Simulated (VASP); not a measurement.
# B (P-4n2) in VASP: notebook

B is run at these levels: PBE; tasks: relaxation of cell and atoms.

All numbers are computed with VASP 6.6.1; they aren't measurements. Logs are shortened: lines on timing, memory, paths and dates and some standing lists are left out, and cuts for length are marked.

**1. The cell of the first run**

The structure is tetragonal, space group P-4n2 (No. 118). The conventional cell has a = 3.825 Å, b = 3.825 Å, c = 3.923 Å, α = 90.00°, β = 90.00°, γ = 90.00°. Within 2.2 Å of B (site symmetry 1) lie 5 B at 1.62 to 2.08 Å.

**2. Relaxation of cell and atoms, PBE**

Contents of INCAR:

```
SYSTEM = B
ALGO = Normal
EDIFF = 1E-7
EDIFFG = -0.04
ENCUT = 600
GGA = PE
IBRION = 2
ISIF = 3
ISMEAR = 0
LASPH = .True.
LCHARG = .False.
LREAL = .False.
LWAVE = .False.
NELM = 100
NSW = 90
PREC = Accurate
SIGMA = 0.1
```

Contents of KPOINTS:

```
k-points
0
Gamma
  4 4 4
  0 0 0
```

Contents of POSCAR:

```
B
1.0
    3.8248727900      0.0000000000      0.0000000000
    0.0000000000      3.8248727900      0.0000000000
    0.0000000000      0.0000000000      3.9227540100
B
8
Direct
    0.2058192000      0.4510069400      0.9491785700
    0.0489930600      0.2941808000      0.5508214300
    0.9510069400      0.7058192000      0.5508214300
    0.4510069400      0.7941808000      0.0508214300
    0.7941808000      0.5489930600      0.9491785700
    0.7058192000      0.0489930600      0.4491785700
    0.2941808000      0.9510069400      0.4491785700
    0.5489930600      0.2058192000      0.0508214300
```

Potentials or basis: VASP PAW PBE potentials, release 64 (B).

Launch:

```sh
cat potpaw_PBE.64/B/POTCAR > POTCAR
mpirun -np 1 vasp_std > vasp.out
```

OUTCAR:

```text
SYSTEM = B
   EDIFF = 1E-7
   EDIFFG = -0.04
   ENCUT = 600
   GGA = PE
   IBRION = 2
   ISIF = 3
   ISMEAR = 0
   LASPH = .True.
   LREAL = .False.
   NELM = 100
   NSW = 90
   PREC = Accurate

 ion  position               nearest neighbor table
   1  0.206  0.451  0.949-   5 1.62   4 1.66   8 1.66   2 1.78   3 2.08
   2  0.049  0.294  0.551-   3 1.62   6 1.66   7 1.66   1 1.78   5 2.08
   3  0.951  0.706  0.551-   2 1.62   6 1.66   7 1.66   5 1.78   1 2.08
   4  0.451  0.794  0.051-   8 1.62   5 1.66   1 1.66   7 1.78   6 2.08
   5  0.794  0.549  0.949-   1 1.62   4 1.66   8 1.66   3 1.78   2 2.08
   6  0.706  0.049  0.449-   7 1.62   3 1.66   2 1.66   8 1.78   4 2.08
   7  0.294  0.951  0.449-   6 1.62   3 1.66   2 1.66   4 1.78   8 2.08
   8  0.549  0.206  0.051-   4 1.62   1 1.66   5 1.66   6 1.78   7 2.08

  LATTYP: Found a simple tetragonal cell.
 ALAT       =     3.8248727900
 C/A-ratio  =     1.0255907125

  Lattice vectors:

 A1 = (   3.8248727900,   0.0000000000,   0.0000000000)
 A2 = (   0.0000000000,   3.8248727900,   0.0000000000)
 A3 = (   0.0000000000,   0.0000000000,   3.9227540100)

Analysis of symmetry for initial positions (statically):
=====================================================================
 Subroutine PRICEL returns:
 Original cell was already a primitive cell.

 Routine SETGRP: Setting up the symmetry group for a
 simple tetragonal supercell.

 Subroutine GETGRP returns: Found  8 space group operations
 (whereof  4 operations were pure point group operations)
 out of a pool of 16 trial point group operations.

The static configuration has the point symmetry S_4 .
 The point group associated with its full space group is D_2d.

Analysis of symmetry for dynamics (positions and initial velocities):
=====================================================================
 Subroutine PRICEL returns:
 Original cell was already a primitive cell.

 Routine SETGRP: Setting up the symmetry group for a
 simple tetragonal supercell.

 Subroutine GETGRP returns: Found  8 space group operations
 (whereof  4 operations were pure point group operations)
 out of a pool of 16 trial point group operations.

The dynamic configuration has the point symmetry S_4 .
 The point group associated with its full space group is D_2d.

 Subroutine INISYM returns: Found  8 space group operations
 (whereof  4 operations are pure point group operations),
 and found     1 'primitive' translations

----------------------------------------------------------------------------------------

                                     Primitive cell

  volume of cell :      57.3885

  direct lattice vectors                    reciprocal lattice vectors
     3.824872790  0.000000000  0.000000000     0.261446604  0.000000000  0.000000000
     0.000000000  3.824872790  0.000000000     0.000000000  0.261446604  0.000000000
     0.000000000  0.000000000  3.922754010     0.000000000  0.000000000  0.254922944

  length of vectors
     3.824872790  3.824872790  3.922754010     0.261446604  0.261446604  0.254922944

  position of ions in fractional coordinates (direct lattice)
     0.205819200  0.451006940  0.949178570
     0.048993060  0.294180800  0.550821430
     0.951006940  0.705819200  0.550821430
     0.451006940  0.794180800  0.050821430
     0.794180800  0.548993060  0.949178570
     0.705819200  0.048993060  0.449178570
     0.294180800  0.951006940  0.449178570
     0.548993060  0.205819200  0.050821430

  ion indices of the primitive-cell ions
   primitive index   ion index
                 1           1
                 2           2
                 3           3
                 4           4
                 5           5
                 6           6
                 7           7
                 8           8

----------------------------------------------------------------------------------------

 KPOINTS: k-points

Automatic generation of k-mesh.
 Grid dimensions read from file:
 generate k-points for:    4    4    4

 Generating k-lattice:

  Cartesian coordinates                     Fractional coordinates (reciprocal lattice)
     0.065361651  0.000000000  0.000000000     0.250000000  0.000000000  0.000000000
     0.000000000  0.065361651  0.000000000     0.000000000  0.250000000  0.000000000
     0.000000000  0.000000000  0.063730736     0.000000000  0.000000000  0.250000000

  Length of vectors
     0.065361651  0.065361651  0.063730736

  Shift w.r.t. Gamma in fractional coordinates (k-lattice)
     0.000000000  0.000000000  0.000000000

 Subroutine IBZKPT returns following result:
 ===========================================

 Found     18 irreducible k-points:

 Following reciprocal coordinates:
            Coordinates               Weight
  0.000000  0.000000  0.000000      1.000000
  0.250000  0.000000  0.000000      4.000000
  0.500000  0.000000  0.000000      2.000000
  0.250000  0.250000  0.000000      4.000000
  0.500000  0.250000  0.000000      4.000000
  0.500000  0.500000  0.000000      1.000000
[... 10 lines left out ...]
  0.500000  0.250000  0.500000      4.000000
  0.500000  0.500000  0.500000      1.000000
   k-points           NKPTS =     18   k-points in BZ     NKDIM =     18   number of bands    NBANDS=     17
   number of dos      NEDOS =    301   number of ions     NIONS =      8
   total plane-waves  NPLWV =  32768
   dimension x,y,z NGX =    32 NGY =   32 NGZ =   32
   dimension x,y,z NGXF=    64 NGYF=   64 NGZF=   64
   ions per type =               8
   NGX,Y,Z   is equivalent  to a cutoff of  13.91, 13.91, 13.56 a.u.
   NGXF,Y,Z  is equivalent  to a cutoff of  27.82, 27.82, 27.12 a.u.
 SYSTEM =  B
   PREC   = accura    normal or accurate (medium, high low for compatibility)
   ISTART =      0    job   : 0-new  1-cont  2-samecut
   ICHARG =      2    charge: 1-file 2-atom 10-const
   ISPIN  =      1    spin polarized calculation?
   LNONCOLLINEAR =      F non collinear calculations
   LSORBIT =      F    spin-orbit coupling
   LASPH  =      T    aspherical Exc in radial PAW
   ENCUT  =  600.0 eV  44.10 Ry    6.64 a.u.   7.64  7.64  7.83*2*pi/ulx,y,z
   NELM   =    100;   NELMIN=  2; NELMDL= -5     # of ELM steps
   EDIFF  = 0.1E-06   stopping-criterion for ELM
   LREAL  =      F    real-space projection
   EDIFFG = -.4E-01   stopping-criterion for IOM
   NSW    =     90    number of steps for IOM
   IBRION =      2    ionic relax: 0-MD 1-quasi-New 2-CG
   NFREE  =      1    steps in history (QN), initial steepest desc. (CG)
   ISIF   =      3    stress and relaxation
   ISYM   =      2    0-nonsym 1-usesym 2-fastsym
   POTIM  = 0.5000    time-step for ionic-motion
   TEBEG  =    0.0;   TEEND  =   0.0 temperature during run
   PSTRESS=    0.0 pullay stress
   NELECT =      24.0000    total number of electrons
   NUPDOWN=      -1.0000    fix difference up-down
   EMIN   =  10.00;   EMAX   =-10.00  energy-range for DOS
   EFERMI =   0.00;   METHOD = LEGACY
   ISMEAR =     0;   SIGMA  =   0.10  broadening in eV -4-tet -1-fermi 0-gaus
   EFERMI_NEDOS =   21; number of points for ismear=-14 and -15
   IALGO  =     38    algorithm
   IMIX   =      4    mixing-type and parameters
     AMIX     =   0.40;   BMIX     =  1.00
     AMIX_MAG =   1.60;   BMIX_MAG =  1.00
  volume/ion in A,a.u.               =       7.17        48.41
  Fermi-wavevector in a.u.,A,eV,Ry     =   1.224250  2.313498 20.392260  1.498789
  Thomas-Fermi vector in A             =   2.359332
   LORBIT       =      0    0 simple, 1 ext, 2 COOP (PROOUT), +10 PAW based schemes
   GGA     = PE    functional components
   LHFCALC =     F    Hartree Fock is set to
   AEXX    =    0.0000 exact exchange contribution
   IVDW    =     0    specifies the selected vdW correction
   LEPSILON=     F    determine dielectric tensor
   LRPA    =     F    only Hartree local field effects (RPA)
 conjugate gradient relaxation of ions
 non-spin polarized calculation
 Gauss-broadening in eV      SIGMA  =   0.10
  energy-cutoff  :      600.00
  volume of cell :       57.39
 maximum number of plane-waves:      1936
 NGX is ok and might be reduce to    32
   NGX = 15   NGY = 15   NGZ = 15

--------------------------------------- Ionic step        1  -------------------------------------------

 number of electron      24.0000000 magnetization

 Free energy of the ion-electron system (eV)
  ---------------------------------------------------
  ext. energy  EPLUGINS =         0.00000000
  ---------------------------------------------------
  free energy    TOTEN  =       -44.59479701 eV

  energy without entropy =      -44.57413487  energy(sigma->0) =      -44.58446594

------------------------ aborting loop because EDIFF is reached ----------------------------------------

  FORCE on cell =-STRESS in cart. coord.  units (eV):
  Direction    XX          YY          ZZ          XY          YZ          ZX
  --------------------------------------------------------------------------------------
  -------------------------------------------------------------------------------------
  Total       13.5577110     13.5577110      4.9381808      0.0000000     -0.0000000      0.0000000
  in kB      378.5052323    378.5052323    137.8645159      0.0000000     -0.0000000      0.0000000
  external PRESSURE =     298.2916602 kB  Pullay stress =       0.0000000 kB
[... 107 lines left out ...]
  FREE ENERGIE OF THE ION-ELECTRON SYSTEM (eV)
  ---------------------------------------------------
  free  energy   TOTEN  =       -45.5671451384 eV

  energy  without entropy=      -45.5522245713  energy(sigma->0) =      -45.55968485

[... ionic steps 4 to 26 ...]

--------------------------------------- Ionic step       27  -------------------------------------------

 number of electron      24.0000000 magnetization

------------------------ aborting loop because EDIFF is reached ----------------------------------------

  FORCE on cell =-STRESS in cart. coord.  units (eV):
  Direction    XX          YY          ZZ          XY          YZ          ZX
  --------------------------------------------------------------------------------------
  -------------------------------------------------------------------------------------
  Total       -0.1669041     -0.1669041     -0.1673866      0.0000000      0.0000000      0.0000000
  in kB       -4.2970289     -4.2970289     -4.3094499      0.0000000      0.0000000      0.0000000
  external PRESSURE =      -4.3011693 kB  Pullay stress =       0.0000000 kB
[... 69 lines left out ...]
  energy  without entropy=      -47.8838944841  energy(sigma->0) =      -47.88560953

--------------------------------------- Ionic step       29  -------------------------------------------

 number of electron      24.0000000 magnetization

 Free energy of the ion-electron system (eV)
  ---------------------------------------------------
  ext. energy  EPLUGINS =         0.00000000
  ---------------------------------------------------
  free energy    TOTEN  =       -47.88834933 eV

  energy without entropy =      -47.88480046  energy(sigma->0) =      -47.88657490

 E-fermi :   5.2033     XC(G=0): -11.2854

 val. band max:        5.1359833917   @ k =   0.5000   0.2500   0.5000
 cond. band min:       5.5127583290   @ k =   0.2500   0.0000   0.5000
 fundamental gap:      0.3767749373
 Fermi energy:         5.2032714216

 k-point     1 :       0.0000    0.0000    0.0000
  band No.  band energies     occupation
      1     -10.1344      2.00000
      2      -6.5176      2.00000
      3      -6.5145      2.00000
      4      -3.7971      2.00000
      5      -0.2018      2.00000
      6      -0.2018      2.00000
[... 9 lines left out ...]
     16       8.5745      0.00000
     17      11.0975      0.00000
[... 373 lines left out ...]
  FREE ENERGIE OF THE ION-ELECTRON SYSTEM (eV)
  ---------------------------------------------------
  free  energy   TOTEN  =       -47.8883493307 eV

  energy  without entropy=      -47.8848004600  energy(sigma->0) =      -47.88657490

 reached required accuracy - stopping structural energy minimisation
```

Wall time 4.2 min (1 thread of Intel Xeon Platinum 8488C (Sapphire Rapids), shared host); peak memory 0.17 GiB.

What came out:

* Free energy: -47.8883 eV
* Relaxed volume: 7.76 Å³/atom
* Relaxed cell: a = 3.595 Å, b = 3.595 Å, c = 4.802 Å, α = 90.00°, β = 90.00°, γ = 90.00°
* Space group after relaxing (to 0.05 Å): I4_1/amd (No. 141)
* Energy gained by relaxing: 411.7 meV/atom
* Ionic steps: 29
* Pressure after relaxing: 0.1 GPa
* Largest force after relaxing: 0.038 eV/Å
* Band gap on the k mesh: zero (band 12 reaches 6.17 eV, above the bottom of band 13 at 3.79 eV)

Forces in eV/Å, atoms in the order of the input:
```
B    0.019  0.016 -0.029
B   -0.016 -0.019  0.029
B    0.016  0.019  0.029
B    0.016 -0.019  0.029
B   -0.019 -0.016 -0.029
B    0.019 -0.016 -0.029
B   -0.019  0.016 -0.029
B   -0.016  0.019  0.029
```

Step by step:
```
step  energy change (eV)  largest force (eV/Å)  pressure (GPa)  volume (Å³)
   1              0.0000                1.0560           29.83        57.39
   2             -0.8786                1.0254          -10.87        69.16
   3             -0.9723                1.0128           -3.08        65.97
   4             -1.3205                0.8307           -5.30        66.37
   5             -1.6251                1.2031           -9.46        67.15
   6             -1.8270                0.9547           -8.02        66.18
   7             -2.0921                0.5209           -0.88        63.32
   8             -2.0999                0.4139           -2.97        63.95
   9             -2.1028                0.4186           -2.33        63.75
  10             -2.1671                0.4292           -0.73        63.27
  11             -2.3066                0.5738            4.33        61.83
  12             -2.3332                1.4789           16.53        58.88
  13             -2.3513                1.4947           16.71        58.83
  14             -2.4084                1.5157           17.19        58.69
  15             -2.5170                1.4708           17.96        58.38
  16             -2.6595                1.3662           19.80        57.72
  17             -2.7112                1.2824           25.34        56.18
  18             -2.9404                0.6829           19.33        57.31
  19             -3.1434                0.6012            9.70        59.53
  20             -3.1482                0.7545            8.13        59.96
  21             -3.2111                0.4692            4.88        60.78
  22             -3.2493                0.3331           -0.03        62.18
  23             -3.2602                0.2620           -0.54        62.32
  24             -3.2773                0.1794           -1.96        62.73
  25             -3.2781                0.2033           -2.30        62.84
  26             -3.2890                0.0860           -1.36        62.52
  27             -3.2925                0.0802           -0.43        62.23
  28             -3.2925                0.0843           -0.39        62.22
  29             -3.2936                0.0381            0.07        62.07
```

Final structure:
```cif
data_structure
_symmetry_space_group_name_H-M 'P 1'
_symmetry_Int_Tables_number 1
_cell_length_a 3.5953
_cell_length_b 3.5953
_cell_length_c 4.8022
_cell_angle_alpha 90.000
_cell_angle_beta 90.000
_cell_angle_gamma 90.000
_cell_volume 62.07
loop_
_atom_site_label
_atom_site_type_symbol
_atom_site_fract_x
_atom_site_fract_y
_atom_site_fract_z
_atom_site_occupancy
B1 B 0.24951 0.49915 0.87549 1
B2 B 0.00085 0.25049 0.62451 1
B3 B 0.99915 0.74951 0.62451 1
B4 B 0.49915 0.75049 0.12451 1
B5 B 0.75049 0.50085 0.87549 1
B6 B 0.74951 0.00085 0.37549 1
B7 B 0.25049 0.99915 0.37549 1
B8 B 0.50085 0.24951 0.12451 1
```

Caveat: the k points lie up to 0.44 Å⁻¹ apart in the final cell.

**3. Relaxation of cell and atoms, PBE**

Edit INCAR of step 2 so:

```diff
@@ -4,4 +4,5 @@
 EDIFFG = -0.04
-ENCUT = 600
+ENCUT = 910
 GGA = PE
+GGA_COMPAT = .False.
 IBRION = 2
@@ -13,3 +14,4 @@
 LWAVE = .False.
-NELM = 100
+NELM = 120
+NELMIN = 4
 NSW = 90
```

KPOINTS is that of step 2.

POSCAR is that of step 2.

Potentials or basis: VASP PAW PBE potentials, release 64 (B_h).

Launch:

```sh
cat potpaw_PBE.64/B_h/POTCAR > POTCAR
mpirun -np 1 vasp_std > vasp.out
```

Run time: 9.7 min. Hardware: 1 thread of Intel Xeon Platinum 8488C (Sapphire Rapids), shared host; peak memory 0.24 GiB.

It converged, with:

| Quantity | Value |
| --- | --- |
| Free energy | -47.8467 eV |
| Relaxed volume | 7.74 Å³/atom |
| Relaxed cell | a = 3.598 Å, b = 3.598 Å, c = 4.784 Å, α = 90.00°, β = 90.00°, γ = 90.00° |
| Space group after relaxing (to 0.05 Å) | I4_1/amd (No. 141) |
| Energy gained by relaxing | 405.8 meV/atom |
| Ionic steps | 29 |
| Pressure after relaxing | 0.0 GPa |
| Largest force after relaxing | 0.032 eV/Å |
| Band gap on the k mesh | zero (band 12 reaches 7.97 eV, above the bottom of band 13 at 5.56 eV) |

Forces in eV/Å, atoms in the order of the input:
```
B    0.012  0.001 -0.030
B   -0.001 -0.012  0.030
B    0.001  0.012  0.030
B    0.001 -0.012  0.030
B   -0.012 -0.001 -0.030
B    0.012 -0.001 -0.030
B   -0.012  0.001 -0.030
B   -0.001  0.012  0.030
```

Stress tensor (GPa, compression positive):
```
-0.02  0.00  0.00
 0.00 -0.02  0.00
 0.00  0.00  0.10
```

Step by step:
```tsv
step	energy change (eV)	largest force (eV/Å)	pressure (GPa)	volume (Å³)
1	0.0000	1.0540	29.71	57.39
2	-0.8640	1.0249	-11.13	69.11
3	-0.9617	1.0111	-3.13	65.88
4	-1.3102	0.8300	-5.33	66.28
5	-1.6224	1.1899	-9.57	67.05
6	-1.8259	0.9379	-7.99	66.04
7	-2.0767	0.5575	-0.31	63.09
8	-2.0888	0.4157	-2.90	63.85
9	-2.0927	0.4186	-2.16	63.62
10	-2.1561	0.4286	-0.61	63.17
11	-2.2959	0.5655	4.22	61.82
12	-2.3396	1.4374	15.72	59.04
13	-2.3595	1.4524	15.86	59.00
14	-2.4227	1.4694	16.22	58.88
15	-2.5433	1.4087	16.72	58.62
16	-2.7047	1.2776	18.03	58.04
17	-2.7705	1.1625	22.54	56.65
18	-2.9718	0.6001	16.54	57.83
19	-3.1312	0.5723	7.45	59.99
20	-3.1349	0.6940	6.03	60.38
21	-3.1830	0.4302	3.23	61.10
22	-3.2082	0.2876	-0.47	62.15
23	-3.2171	0.2392	-0.68	62.20
24	-3.2349	0.1361	-1.27	62.35
25	-3.2345	0.2480	-2.21	62.65
26	-3.2399	0.1641	-1.81	62.51
27	-3.2455	0.0656	-0.41	62.08
28	-3.2455	0.0586	-0.48	62.10
29	-3.2462	0.0320	0.02	61.94
```

Final structure:
```
B
1.0
     3.59842    0.00000    0.00000
     0.00000    3.59842    0.00000
     0.00000    0.00000    4.78390
B
8
Direct
  0.24958 0.49993 0.87546
  0.00007 0.25042 0.62454
  0.99993 0.74958 0.62454
  0.49993 0.75042 0.12454
  0.75042 0.50007 0.87546
  0.74958 0.00007 0.37546
  0.25042 0.99993 0.37546
  0.50007 0.24958 0.12454
```

Levels at points of the mesh, in eV from the Fermi level:
```
           k point  band 9  band 10  band 11  band 12  band 13  band 14  band 15  band 16
(0.00, 0.00, 0.00)   -3.23    -3.23    -2.94     0.78     2.37     2.73     2.73     3.39
(0.50, 0.00, 0.00)   -3.29    -3.29    -0.71    -0.71     1.81     1.81     2.76     2.76
(0.50, 0.50, 0.00)   -4.75    -4.75    -4.75    -4.75     6.00     6.00     6.08     6.79
(0.00, 0.00, 0.50)   -4.28    -4.28    -1.31    -1.31     2.23     2.23     4.59     4.59
(0.50, 0.00, 0.50)   -2.27    -2.27    -1.50    -1.50    -1.41    -1.41     6.21     6.21
(0.50, 0.50, 0.50)   -1.13    -1.13    -1.09    -1.08     2.53     2.53     2.53     2.54
```

Caveat: the k points lie up to 0.44 Å⁻¹ apart in the final cell.
